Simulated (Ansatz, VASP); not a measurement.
# Li2Ge4N in VASP and in Ansatz

```
Li Ge N
1.0
     3.92965    0.00000    0.00000
     0.00000    3.92965    0.00000
     0.00000    0.00000    7.28498
Li Ge N
2 4 1
Direct
  0.00000 0.50000 0.00000
  0.50000 0.00000 0.00000
  0.00000 0.00000 0.26818
  0.00000 0.00000 0.73182
  0.50000 0.50000 0.67109
  0.50000 0.50000 0.32891
  0.00000 0.00000 0.00000
```

Alike in both runs: functional PBE; k mesh 8 × 8 × 4; occupations gaussian, width 0.1 eV; no spin polarisation.

Ansatz relaxed the structure, and its values are those at the end. VASP's run is a single point on that final structure, the one shown.

|  | VASP | Ansatz |
| --- | --- | --- |
| version | VASP 6.6.1 | Ansatz 0.2.0 |
| potentials or method | VASP PAW PBE potentials, release 64 (Li_sv, Ge_d, N), cutoff 520 eV | scalar-relativistic, plane waves, PAW |
| valence electrons in the cell | 67 | 67 |

Ansatz gave:

| Item | Value |
| --- | --- |
| gap on the k mesh at the Fermi level (eV) | none |
| rms of the force components (eV/Å) | 0.002 |

Question: Estimate VASP's values.

Answer: gap on the k mesh at the Fermi level (eV): none; rms of the force components (eV/Å): 0.003.

A gap of «none» marks a metal or a gap that the smearing closes. The functional is the same, so the differences come from potentials, cutoffs and numerics.

Noted on VASP's run: the cutoff is under 1.25 times that of the potentials, so the pressure is a little rough.
